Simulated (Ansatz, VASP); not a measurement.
# BAs: VASP beside Ansatz

```
B As
1.0
     0.00000    2.39187    2.39187
     2.39187    0.00000    2.39187
     2.39187    2.39187    0.00000
B As
1 1
Direct
  0.00000 0.00000 0.00000
  0.25000 0.25000 0.25000
```

Alike in both runs: task single point; functional PBE0; k mesh 6 × 6 × 6; no spin polarisation.

|  | VASP | Ansatz |
| --- | --- | --- |
| version | VASP 6.6.1 | Ansatz 0.2.0 |
| potentials or method | VASP PAW PBE potentials, release 64 (B, As) | plane waves, PAW |
| plane-wave cutoff (eV) | 520 | 420 |
| occupations | gaussian, width 0.01 eV | fixed |
| valence electrons in the cell | 8 | 18 |

```tsv
	VASP	Ansatz	Ansatz less VASP
gap on the k mesh at the Fermi level (eV)	2.65	2.62	-0.036
pressure (GPa)	-1.3	-1.2	+0.15
```

VASP's potentials hold 8 valence electrons a cell and Ansatz's 18, so a difference there can come from the potentials and not from the codes. Ansatz's warnings: stress exchange threshold loose, stress scf threshold loose.
